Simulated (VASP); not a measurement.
Here is a VASP 6.6.1 calculation.

Contents of POSCAR:

```
Ir
1.0
    0.0000000000      1.9197000000      1.8237150000
    1.9197000000      0.0000000000      1.8237150000
    1.9197000000      1.9197000000      0.0000000000
Ir
1
Direct
    0.0000000000      0.0000000000      0.0000000000
```

File INCAR.step1:

```
SYSTEM = Ir
PREC = Accurate
ENCUT = 520
ISMEAR = 0
SIGMA = 0.15
LREAL = .FALSE.
LASPH = .TRUE.
NELM = 60
NBANDS = 10
GGA = PE
ALGO = Normal
EDIFF = 1E-4
LWAVE = .TRUE.
LCHARG = .FALSE.
```

File INCAR.step2:

```
SYSTEM = Ir
PREC = Accurate
ENCUT = 520
EDIFF = 1E-6
ISMEAR = 0
SIGMA = 0.15
LREAL = .FALSE.
LASPH = .TRUE.
NELM = 60
ALGO = Normal
ISIF = 2
LWAVE = .FALSE.
LCHARG = .FALSE.
METAGGA = R2SCAN
LMIXTAU = .TRUE.
NBANDS = 10
ISTART = 1
```

KPOINTS

```
regular mesh
0
G
  22 22 22
  0 0 0
```

Potentials or basis: VASP PAW PBE potentials, release 64 (Ir).

The run is started by

```console
$ cat potpaw_PBE.64/Ir/POTCAR > POTCAR
$ cp INCAR.step1 INCAR
$ mpirun -np 1 vasp_std > vasp.out
$ cp INCAR.step2 INCAR
$ mpirun -np 1 vasp_std > vasp.out
```

**Question.** Estimate the pressure.

**Answer.** 28.0 GPa.

Stress tensor (GPa, compression positive):
```
20.76  0.00  0.00
 0.00 20.76  0.00
 0.00  0.00 42.56
```

Caveat: the cell differs from its parent crystal (strain +0.000 along x and y, -0.050 along z); the PAW data sets were made with another functional, which shifts forces and pressure a little.
